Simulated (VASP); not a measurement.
Here is a VASP 6.6.1 calculation.

INCAR

```
PREC = Accurate
ENCUT = 520
EDIFF = 1E-6
ISMEAR = 0
SIGMA = 0.05
LREAL = F
LASPH = T
NELM = 80
ALGO = Normal
ISIF = 2
LWAVE = F
LCHARG = F
LDIPOL = T
IDIPOL = 3
DIPOL = 0.5 0.5 0.399
GGA = PE
IVDW = 12
NBANDS = 35
```

The input KPOINTS:

```
Automatic mesh
0
Gamma
  9 9 1
```

File POSCAR:

```
Te2Mo
1.0
    3.5038817003      0.0000000000      0.0000000000
   -1.7519408501      3.0344505643      0.0000000000
    0.0000000000      0.0000000000     24.7677199090
Te Mo
4 2
Direct
    0.3333333333      0.6666666667      0.1816881011
    0.3333333333      0.6666666667      0.3284056823
    0.3333333333      1.0000000000      0.4689111471
    0.3333333333      1.0000000000      0.6156287282
    0.6666666667      0.3333333333      0.2550468917
    0.0000000000      1.3333333333      0.5422699377
```

Potentials or basis: VASP PAW PBE potentials, release 64 (Te, Mo_sv).

Launch:

```console
$ cat potpaw_PBE.64/Te/POTCAR potpaw_PBE.64/Mo_sv/POTCAR > POTCAR
$ mpirun -np 1 vasp_std > vasp.out
```

**Question.** Estimate the dispersion energy per atom.

**Answer.** -0.465 eV.

**Question.** Predict the largest force.

**Answer.** 0.125 eV/Å.

Forces on the atoms (eV/Å):
```
Te   0.003  0.005  0.001
Te   0.035 -0.093 -0.076
Te  -0.035  0.093  0.076
Te  -0.003 -0.005 -0.001
Mo   0.002 -0.044 -0.011
Mo  -0.002  0.044  0.011
```
